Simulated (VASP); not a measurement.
Here is a VASP 6.6.1 calculation.

Contents of POSCAR:

```
Ru
1.0
    2.7417670974      0.0000000000      0.0000000000
   -1.3708835487      2.3744399576      0.0000000000
    0.0000000000      0.0000000000      4.3111689192
Ru
2
Direct
    0.3333333333      0.6666666667      0.2500000000
    0.6666666667      0.3333333333      0.7500000000
```

INCAR.step1

```
ALGO     = Normal         # electronic algorithm
EDIFF    = 1E-5           # SCF threshold, eV
ENCUT    = 550            # plane-wave cutoff, eV
GGA      = PE             # functional
GGA_COMPAT= F            
ISMEAR   = -1             # smearing method
ISPIN    = 2              # spin polarisation
LASPH    = T              # aspherical terms in the spheres
LCHARG   = F              # write CHGCAR
LMAXMIX  = 4              # l up to which the mixer works
LREAL    = F              # projectors in reciprocal space
LWAVE    = T              # write WAVECAR
MAGMOM   = 1 1            # initial moments
NBANDS   = 25             # bands
NELM     = 200            # most SCF steps
PREC     = Accurate       # precision mode
SIGMA    = 0.05           # smearing width, eV
```

File INCAR.step2:

```
ALGO     = Normal         # electronic algorithm
EDIFF    = 1E-6           # SCF threshold, eV
ENCUT    = 550            # plane-wave cutoff, eV
GGA_COMPAT= F            
ISIF     = 2              # what is computed and relaxed
ISMEAR   = -1             # smearing method
ISPIN    = 2              # spin polarisation
ISTART   = 1            
LASPH    = T              # aspherical terms in the spheres
LCHARG   = T              # write CHGCAR
LELF     = T              # ELF
LMAXMIX  = 4              # l up to which the mixer works
LMIXTAU  = T            
LORBIT   = 11             # projections on sites
LREAL    = F              # projectors in reciprocal space
LVHAR    = T            
LWAVE    = F              # write WAVECAR
MAGMOM   = 1 1            # initial moments
METAGGA  = R2SCAN         # meta-GGA
NBANDS   = 25             # bands
NELM     = 200            # most SCF steps
PREC     = Accurate       # precision mode
SIGMA    = 0.05           # smearing width, eV
```

The input KPOINTS:

```
k-points
0
Gamma
  22 22 12
```

Potentials or basis: VASP PAW PBE potentials, release 64 (Ru_pv).

Run with:

```console
$ cat potpaw_PBE.64/Ru_pv/POTCAR > POTCAR
$ cp INCAR.step1 INCAR
$ mpirun -np 1 vasp_std > vasp.out
$ cp INCAR.step2 INCAR
$ mpirun -np 1 vasp_std > vasp.out
```

Question: Estimate the net moment.

Answer: 0.00 μB per cell.

Question: Estimate the band gap on the k mesh.

Answer: Zero (filled and empty bands overlap).

Question: Predict the pressure.

Answer: -10.9 GPa.

Stress tensor (GPa, compression positive):
```
-10.98   0.00   0.00
  0.00 -10.98   0.00
  0.00   0.00 -10.61
```

Caveat: the cell stands under tension; an empty level that is flat over the whole mesh can mark a ghost state of the potentials, or a narrow d or f band; the PAW data sets were made with another functional, which shifts forces and pressure a little.
